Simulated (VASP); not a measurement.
# ZnO (P6_3mc) in VASP: further runs, part 2 of 2

VASP 6.6.1. The steps go on from the part before.

## (3) Vibrations by perturbation theory, PBEsol

This run uses another cell than the first one, of 11.78 Å³/atom, 1.015 times its volume.

File INCAR:

```
ALGO = Normal
EDIFF = 1E-8
ENCUT = 600
GGA = PS
GGA_COMPAT = False
IBRION = 8
ISIF = 2
ISMEAR = 0
LASPH = True
LCHARG = False
LREAL = False
LWAVE = False
NBANDS = 26
NELM = 120
NSW = 1
PREC = Accurate
SIGMA = 0.01
```

File KPOINTS:

```
k-points
0
Gamma
  6 6 4
```

File POSCAR:

```
ZnO
1.0
    3.2300300680      0.0000000000      0.0000000000
   -1.6150150340      2.7972880939      0.0000000000
    0.0000000000      0.0000000000      5.2142270605
Zn O
2 2
Direct
    0.3333333333      0.6666666667      0.5000362241
    0.6666666667      0.3333333333      0.0000362241
    0.6666666667      0.3333333333      0.3789737759
    0.3333333333      0.6666666667      0.8789737759
```

Potentials or basis: VASP PAW PBE potentials, release 64 (Zn, O).

On the command line:

```
cat potpaw_PBE.64/Zn/POTCAR potpaw_PBE.64/O/POTCAR > POTCAR
mpirun -np 1 vasp_std > vasp.out
```

OUTCAR:

```text
EDIFF = 1E-8
   ENCUT = 600
   GGA = PS
   IBRION = 8
   ISIF = 2
   ISMEAR = 0
   LASPH = True
   LREAL = False
   NELM = 120
   NSW = 1
   PREC = Accurate

 ion  position               nearest neighbor table
   1  0.333  0.667  0.500-   3 1.97   3 1.97   3 1.97   4 1.98
   2  0.667  0.333  0.000-   4 1.97   4 1.97   4 1.97   3 1.98
   3  0.667  0.333  0.379-   1 1.97   1 1.97   1 1.97   2 1.98
   4  0.333  0.667  0.879-   2 1.97   2 1.97   2 1.97   1 1.98

  LATTYP: Found a hexagonal cell.
 ALAT       =     3.2300300680
 C/A-ratio  =     1.6142967560

  Lattice vectors:

 A1 = (   3.2300300680,   0.0000000000,   0.0000000000)
 A2 = (  -1.6150150340,   2.7972880939,   0.0000000000)
 A3 = (   0.0000000000,   0.0000000000,   5.2142270605)

Analysis of symmetry for initial positions (statically):
=====================================================================
 Subroutine PRICEL returns:
 Original cell was already a primitive cell.

 Routine SETGRP: Setting up the symmetry group for a
 hexagonal supercell.

 Subroutine GETGRP returns: Found 12 space group operations
 (whereof  6 operations were pure point group operations)
 out of a pool of 24 trial point group operations.

The static configuration has the point symmetry C_3v.
 The point group associated with its full space group is C_6v.

Analysis of symmetry for dynamics (positions and initial velocities):
=====================================================================
 Subroutine PRICEL returns:
 Original cell was already a primitive cell.

 Routine SETGRP: Setting up the symmetry group for a
 hexagonal supercell.

 Subroutine GETGRP returns: Found 12 space group operations
 (whereof  6 operations were pure point group operations)
 out of a pool of 24 trial point group operations.

The dynamic configuration has the point symmetry C_3v.
 The point group associated with its full space group is C_6v.

 Subroutine INISYM returns: Found 12 space group operations
 (whereof  6 operations are pure point group operations),
 and found     1 'primitive' translations

----------------------------------------------------------------------------------------

                                     Primitive cell

  volume of cell :      47.1122

  direct lattice vectors                    reciprocal lattice vectors
[... 762 lines left out ...]
  external PRESSURE =       8.2076710 kB  Pullay stress =       0.0000000 kB

 VOLUME and BASIS-vectors are now :
 -----------------------------------------------------------------------------
  energy-cutoff  :      600.00
  volume of cell :       47.11
      direct lattice vectors                 reciprocal lattice vectors
     3.230030068  0.000000000  0.000000000     0.309594641  0.178744549  0.000000000
    -1.615015034  2.797288094  0.000000000     0.000000000  0.357489099  0.000000000
     0.000000000  0.000000000  5.214227060     0.000000000  0.000000000  0.191782979

 POSITION                                       TOTAL-FORCE (eV/Angst)
 -----------------------------------------------------------------------------------
     -0.00000      1.86486      2.60730        -0.000000      0.000000      0.000904
      1.61502      0.93243      0.00019         0.000000     -0.000000      0.000904
      1.61502      0.93243      1.97606        -0.000000      0.000000     -0.000904
     -0.00000      1.86486      4.58317         0.000000      0.000000     -0.000904
 -----------------------------------------------------------------------------------
    total drift:                                0.000000     -0.000000     -0.000554

  FREE ENERGIE OF THE ION-ELECTRON SYSTEM (eV)
  ---------------------------------------------------
  free  energy   TOTEN  =       -19.4116025635 eV

  energy  without entropy=      -19.4116025635  energy(sigma->0) =      -19.41160256

[... ionic steps 2 to 9 ...]

--------------------------------------- Ionic step       10  -------------------------------------------

------------------------ aborting loop because EDIFF is reached ----------------------------------------

[... ionic steps 11 to 11 ...]

--------------------------------------- Ionic step       12  -------------------------------------------

 Free energy of the ion-electron system (eV)
  ---------------------------------------------------
  ---------------------------------------------------
  free energy    TOTEN  =        -0.37652133 eV

  energy without entropy =       -0.37652133

------------------------ aborting loop because EDIFF is reached ----------------------------------------

 INTERNAL STRAIN TENSOR  FOR ION    3  DIRECTION 3   (eV/Angst):
 -----------------------------------------------------------------------------
     4.69379  0.00000  0.00000
    -0.00000  4.69379  0.00000
     0.00000 -0.00000 -9.21218

 INTERNAL STRAIN TENSOR FOR ION    4 for displacements in x,y,z  (eV/Angst):
          X           Y           Z          XY          YZ          ZX
  --------------------------------------------------------------------------------
  x    -0.00000     0.00000     0.00000    -8.30615     0.00000     4.45104
  y    -8.30615     8.30615    -0.00000     0.00000     4.74024     0.00000
  z     4.69379     4.69379    -9.21218     0.00000    -0.00000     0.00000

 SECOND DERIVATIVES (NOT SYMMETRIZED)
 ------------------------------------
               1X          1Y          1Z          2X          2Y          2Z          3X          3Y          3Z          4X          4Y          4Z
  1X    -7.711143   -0.000000    0.000000    0.322928    0.000000    0.000000    7.400475    0.000000    0.000000   -0.012259    0.000000   -0.000000
  1Y    -0.000000   -7.711143    0.000000   -0.000000    0.322928    0.000000   -0.000000    7.400475    0.000000    0.000000   -0.012259    0.000000
  1Z     0.000000    0.000000  -11.637402    0.000000    0.000000    4.883805    0.000000   -0.000000    1.603144    0.000000    0.000000    5.150453
  2X     0.322928    0.000000    0.000000   -7.711143   -0.000000    0.000000   -0.012259   -0.000000    0.000000    7.400475    0.000000    0.000000
  2Y     0.000000    0.322928    0.000000   -0.000000   -7.711143   -0.000000    0.000000   -0.012259    0.000000    0.000000    7.400475    0.000000
  2Z    -0.000000   -0.000000    4.883805    0.000000    0.000000  -11.637402    0.000000    0.000000    5.150453    0.000000    0.000000    1.603144
  3X     7.400707    0.000000   -0.000000   -0.016219   -0.000000    0.000000   -8.333059    0.000000    0.000000    0.948570   -0.000000    0.000000
  3Y     0.000000    7.400707    0.000000   -0.000000   -0.016219    0.000000   -0.000000   -8.333059    0.000000    0.000000    0.948570    0.000000
  3Z     0.000000    0.000000    1.517010    0.000000    0.000000    5.175158    0.000000   -0.000000  -11.657771    0.000000    0.000000    4.965603
  4X    -0.016219    0.000000    0.000000    7.400707    0.000000    0.000000    0.948570    0.000000    0.000000   -8.333059    0.000000   -0.000000
  4Y     0.000000   -0.016219    0.000000    0.000000    7.400707    0.000000    0.000000    0.948570   -0.000000    0.000000   -8.333059   -0.000000
  4Z     0.000000    0.000000    5.175158    0.000000   -0.000000    1.517010   -0.000000    0.000000    4.965603    0.000000    0.000000  -11.657771

 Eigenvectors and eigenvalues of the dynamical matrix
 ----------------------------------------------------

   1 f  =   16.053156 THz   100.864954 2PiTHz  535.475644 cm-1    66.390489 meV
             X         Y         Z           dx          dy          dz
     -0.000000  1.864859  2.607302    -0.000000   -0.000000   -0.097296
      1.615015  0.932429  0.000189     0.000000    0.000000    0.097296
      1.615015  0.932429  1.976055     0.000000    0.000000   -0.700381
     -0.000000  1.864859  4.583169    -0.000000   -0.000000    0.700381
[... 71 lines left out ...]
  12 f/i=    0.020555 THz     0.129153 2PiTHz    0.685655 cm-1     0.085010 meV
             X         Y         Z           dx          dy          dz
     -0.000000  1.864859  2.607302    -0.000000   -0.000000   -0.633232
      1.615015  0.932429  0.000189    -0.000000   -0.000000   -0.633232
      1.615015  0.932429  1.976055    -0.000000   -0.000000   -0.314669
     -0.000000  1.864859  4.583169    -0.000000   -0.000000   -0.314669

--------------------------------------------------------------------------------------------------------

 ELASTIC MODULI CONTR FROM IONIC RELAXATION (kBar)
 Direction    XX          YY          ZZ          XY          YZ          ZX
 --------------------------------------------------------------------------------
 XX        -736.1794    292.2711    436.2312      0.0000     -0.0000      0.0000
 YY         292.2711   -736.1794    436.2312     -0.0000      0.0000     -0.0000
 ZZ         436.2312    436.2312   -857.3736     -0.0000      0.0000      0.0000
 XY           0.0000     -0.0000     -0.0000   -514.2253      0.0000     -0.0000
 YZ           0.0000      0.0000      0.0000      0.0000   -191.5874      0.0000
 ZX           0.0000     -0.0000      0.0000      0.0000      0.0000   -186.5893
 --------------------------------------------------------------------------------
```

Run time: 4.2 min. Hardware: 1 thread of Intel Xeon 6975P-C (Granite Rapids), shared host; peak memory 0.41 GiB.

What came out:

* Highest phonon frequency at Γ, LO-TO splitting left out: 535 cm⁻¹

Phonon frequencies in cm⁻¹ (negative: imaginary):
| q point | frequencies |
| --- | --- |
| (0.000, 0.000, 0.000) | -1 0 0 87 87 254 377 395 395 429 429 535 |

Caveat: the k points lie up to 0.37 Å⁻¹ apart; the PAW data sets were made with another functional, which shifts forces and pressure a little.

## (4) Vibrations by perturbation theory, PBEsol

This run uses another cell than the first one, of 11.78 Å³/atom, 1.015 times its volume.

File INCAR:

```
ALGO = Normal ; EDIFF = 1E-8
ENCUT = 600 ; GGA = PS
GGA_COMPAT = False ; IBRION = 8
ISIF = 2 ; ISMEAR = 0
LASPH = True ; LCHARG = False
LEPSILON = True ; LREAL = False
LWAVE = False ; NBANDS = 26
NELM = 120 ; NSW = 1
PREC = Accurate ; SIGMA = 0.01
```

KPOINTS is that of step 3.

POSCAR is that of step 3.

Potentials or basis: VASP PAW PBE potentials, release 64 (Zn, O).

On the command line:

```
cat potpaw_PBE.64/Zn/POTCAR potpaw_PBE.64/O/POTCAR > POTCAR
mpirun -np 1 vasp_std > vasp.out
```

OUTCAR:

```text
EDIFF = 1E-8
   ENCUT = 600
   GGA = PS
   IBRION = 8
   ISIF = 2
   ISMEAR = 0
   LASPH = True
   LEPSILON = True
   LREAL = False
   NELM = 120
   NSW = 1
   PREC = Accurate

 ion  position               nearest neighbor table
   1  0.333  0.667  0.500-   3 1.97   3 1.97   3 1.97   4 1.98
   2  0.667  0.333  0.000-   4 1.97   4 1.97   4 1.97   3 1.98
   3  0.667  0.333  0.379-   1 1.97   1 1.97   1 1.97   2 1.98
   4  0.333  0.667  0.879-   2 1.97   2 1.97   2 1.97   1 1.98

  LATTYP: Found a hexagonal cell.
 ALAT       =     3.2300300680
 C/A-ratio  =     1.6142967560

  Lattice vectors:

 A1 = (   3.2300300680,   0.0000000000,   0.0000000000)
 A2 = (  -1.6150150340,   2.7972880939,   0.0000000000)
 A3 = (   0.0000000000,   0.0000000000,   5.2142270605)

[... 938 lines left out ...]
  3Z     0.000000    0.000000    1.517012   -0.000000    0.000000    5.175157    0.000000   -0.000000  -11.657771    0.000000    0.000000    4.965603
  4X    -0.016217    0.000000    0.000000    7.400707    0.000000   -0.000000    0.948570   -0.000000   -0.000000   -8.333060    0.000000   -0.000000
  4Y     0.000000   -0.016217    0.000000    0.000000    7.400707    0.000000    0.000000    0.948570    0.000000   -0.000000   -8.333060   -0.000000
  4Z     0.000000    0.000000    5.175157    0.000000    0.000000    1.517012   -0.000000   -0.000000    4.965603    0.000000    0.000000  -11.657771

 Eigenvectors and eigenvalues of the dynamical matrix
 ----------------------------------------------------

   1 f  =   16.053156 THz   100.864953 2PiTHz  535.475640 cm-1    66.390488 meV
             X         Y         Z           dx          dy          dz
     -0.000000  1.864859  2.607302     0.000000    0.000000   -0.097296
      1.615015  0.932429  0.000189    -0.000000   -0.000000    0.097296
      1.615015  0.932429  1.976055    -0.000000   -0.000000   -0.700381
     -0.000000  1.864859  4.583169     0.000000    0.000000    0.700381
[... 71 lines left out ...]
  12 f/i=    0.020555 THz     0.129149 2PiTHz    0.685632 cm-1     0.085007 meV
             X         Y         Z           dx          dy          dz
     -0.000000  1.864859  2.607302    -0.000000    0.000000    0.633232
      1.615015  0.932429  0.000189    -0.000000    0.000000    0.633232
      1.615015  0.932429  1.976055    -0.000000    0.000000    0.314669
     -0.000000  1.864859  4.583169    -0.000000    0.000000    0.314669

--------------------------------------------------------------------------------------------------------

 MACROSCOPIC STATIC DIELECTRIC TENSOR IONIC CONTRIBUTION
 ------------------------------------------------------
           5.315841     0.000000     0.000000
           0.000000     5.315841    -0.000000
           0.000000    -0.000000     5.853023
 ------------------------------------------------------

 ELASTIC MODULI CONTR FROM IONIC RELAXATION (kBar)
 Direction    XX          YY          ZZ          XY          YZ          ZX
 --------------------------------------------------------------------------------
 XX        -736.2057    292.2996    436.2307      0.0000      0.0000      0.0000
 YY         292.2996   -736.2057    436.2307     -0.0000     -0.0000     -0.0000
 ZZ         436.2307    436.2307   -857.3761     -0.0000     -0.0000      0.0000
 XY           0.0000     -0.0000     -0.0000   -514.2527     -0.0000      0.0000
 YZ          -0.0000     -0.0000     -0.0000     -0.0000   -191.5971     -0.0000
 ZX           0.0000     -0.0000      0.0000      0.0000     -0.0000   -186.6008
 --------------------------------------------------------------------------------

 PIEZOELECTRIC TENSOR IONIC CONTR  for field in x, y, z        (C/m^2)
          XX          YY          ZZ          XY          YZ          ZX
  --------------------------------------------------------------------------------
  x     0.00000    -0.00000     0.00000     0.00000    -0.00000    -0.93716
  y    -0.00000    -0.00000    -0.00000    -0.00000    -0.94963    -0.00000
  z    -1.07249    -1.07249     2.10789     0.00000     0.00000    -0.00000
```

Run time: 6.5 min. Hardware: 1 thread of Intel Xeon 6975P-C (Granite Rapids), shared host; peak memory 0.43 GiB.

What came out:

```yaml
Electronic_dielectric_tensor_diagonal: 9.94, 9.94, 8.56
Born_charges_mean_of_the_diagonal: Zn +2.26; O -2.26 e
Highest_phonon_frequency_at_Γ_LO-TO_splitting_left_out: 535 cm⁻¹
```

Phonon frequencies in cm⁻¹ (negative: imaginary):
```
              q point                               frequencies
(0.000, 0.000, 0.000)  -1 0 0 87 87 254 377 395 395 428 428 535
```

Electronic dielectric tensor:
```
9.94 0.00 0.00
0.00 9.94 0.00
0.00 0.00 8.56
```

Born effective charge tensors (e):
atom 1, Zn
```
2.26 0.00 0.00
0.00 2.26 0.00
0.00 0.00 2.26
```
atom 2, Zn
```
2.26 0.00 0.00
0.00 2.26 0.00
0.00 0.00 2.26
```
atom 3, O
```
-2.26  0.00  0.00
 0.00 -2.26  0.00
 0.00  0.00 -2.26
```
atom 4, O
```
-2.26  0.00  0.00
 0.00 -2.26  0.00
 0.00  0.00 -2.26
```

Caveat: the k points lie up to 0.37 Å⁻¹ apart; the PAW data sets were made with another functional, which shifts forces and pressure a little.
